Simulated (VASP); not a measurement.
BAs: single point with PBE

BAs:

```
B As
1.0
     0.00000    2.43627    2.38850
     2.43627    0.00000    2.38850
     2.43627    2.43627    0.00000
B As
1 1
Direct
  0.00000 0.00000 0.00000
  0.75000 0.75000 0.75000
```

This cell differs from its parent crystal: x and y stretched by +2 %, z held.

```
Program             : VASP 6.6.1
Task                : single point
Functional          : PBE
Potentials or basis : VASP PAW PBE potentials, release 64 (B, As)
Cutoff              : 520 eV
k mesh              : 15 × 15 × 15
Occupations         : fermi-dirac, width 0.03 eV
Spin                : no spin polarisation
```

| Quantity | Value |
| --- | --- |
| Pressure | -1.9 GPa |
| Band gap on the k mesh | 0.93 eV, indirect (least direct gap 3.02 eV) |

Stress tensor (GPa, compression positive):
```
-3.19  0.00  0.00
 0.00 -3.19  0.00
 0.00  0.00  0.64
```

Levels at points of the mesh, in eV from the valence-band top:
```csv
k point,band 1,band 2,band 3,band 4,band 5,band 6,band 7,band 8
"(0.00, 0.00, 0.00)",-15.17,-0.18,-0.18,0.00,3.02,3.15,3.15,4.06
```

Wall time 34 s on 1 thread of Intel(R) Xeon(R) 6975P-C (Granite Rapids), on a shared host, peak memory 0.23 GiB.

Caveat: the cell differs from its parent crystal (x and y stretched by +2 %, z held). A k mesh can miss the band edges.
